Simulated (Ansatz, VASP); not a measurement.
# Mo4C: VASP beside Ansatz

```
Mo C
1.0
     3.11118    0.00000    0.00000
     0.00000    3.11118    0.00000
     0.00000    0.00000   21.50982
Mo C
4 1
Direct
  0.50000 0.50000 0.18596
  0.00000 0.00000 0.25828
  0.50000 0.50000 0.33251
  0.00000 0.00000 0.39562
  0.12500 0.12500 0.48721
```

Alike in both runs: task single point; functional LDA; k mesh 9 × 9 × 1; occupations gaussian, width 0.1 eV; no spin polarisation.

|  | VASP | Ansatz |
| --- | --- | --- |
| version | VASP 6.6.1 | Ansatz 0.2.0 |
| potentials or method | VASP PAW LDA potentials, release 64 (Mo_sv, C), cutoff 520 eV | scalar-relativistic, plane waves, PAW |
| valence electrons in the cell | 60 | 60 |

|  | VASP | Ansatz | Ansatz less VASP |
| --- | --- | --- | --- |
| gap on the k mesh at the Fermi level (eV) | none | none | - |
| rms of the force components (eV/Å) | 1.580 | 1.578 | -0.0021 |
| work function, face that differs most (eV) | 4.18 | 4.18 | -0.001 |

LDA's correlation is that of Perdew and Zunger in VASP and of Perdew and Wang (1992) in Ansatz. Atom by atom the forces differ by 0.025 eV/Å (rms over components). A gap of «none» marks a metal or a gap that the smearing closes.
